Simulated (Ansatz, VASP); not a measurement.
NaCl: VASP beside Ansatz

Contents of INCAR:

```
PREC = Accurate ; ENCUT = 500
EDIFF = 1E-6 ; ISMEAR = 0
SIGMA = 0.02 ; LREAL = False
LASPH = True ; NELM = 120
ALGO = Normal ; ISIF = 2
LWAVE = False ; LCHARG = False
GGA = PE ; NBANDS = 14
GGA_COMPAT = False
```

The input KPOINTS:

```
Automatic mesh
0
Gamma
  8 8 8
```

POSCAR

```
NaCl
1.0
    0.0000000000      2.8479700489      2.8479700489
    2.8479700489      0.0000000000      2.8479700489
    2.8479700489      2.8479700489      0.0000000000
Na Cl
1 1
Direct
    0.0000000000      0.0000000000      0.0000000000
    0.5000000000      0.5000000000      0.5000000000
```

Input for Ansatz:

```yaml
crystal:
  lattice:
    - [0.0, 2.8479700489, 2.8479700489]
    - [2.8479700489, 0.0, 2.8479700489]
    - [2.8479700489, 2.8479700489, 0.0]
  atoms:
    - { symbol: Na, position: [0.0, 0.0, 0.0] }
    - { symbol: Cl, position: [0.5, 0.5, 0.5] }
basis:
  ecutwfc: 420
kpoints:
  mp_grid: { grid: [8, 8, 8] }
  band_path:
    path:
      - [[0.0, 0.0, 0.0], [0.5, 0.0, 0.5], [0.625, 0.25, 0.625]]
      - [[0.375, 0.375, 0.75], [0.0, 0.0, 0.0], [0.5, 0.5, 0.5], [0.5, 0.25, 0.75], [0.5, 0.0, 0.5]]
    npoints: 10
hamiltonian:
  xc: pbe
  pseudopotentials: { kind: paw, azcp: { folder: soft_1 } }
scf:
  occupations: { method: gaussian, width: 0.02 }
  n_extra_bands: 7
output:
  forces: true
  stress: true
  eigenvalues: true
  write_density: true
  write_potential: true
  elf: true
  volumetric_format: npy
```

Alike in both runs: task single point; functional PBE; k mesh 8 × 8 × 8; occupations gaussian, width 0.02 eV; no spin polarisation.

|  | VASP | Ansatz |
| --- | --- | --- |
| version | VASP 6.6.1 | Ansatz 0.2.0 |
| potentials or method | VASP PAW PBE potentials, release 64 (Na_pv, Cl), cutoff 500 eV | scalar-relativistic, plane waves, PAW |
| valence electrons in the cell | 14 | 16 |

VASP gave:

```
gap on the k mesh at the Fermi level (eV) : 4.99
least direct gap on the mesh (eV)         : 4.99
pressure (GPa)                            : -0.1
```

Task: Which values does Ansatz return?

Result: gap on the k mesh at the Fermi level (eV): 5.00; least direct gap on the mesh (eV): 5.00; pressure (GPa): 0.0.

VASP's potentials hold 14 valence electrons a cell and Ansatz's 16, so a difference there can come from the potentials and not from the codes.
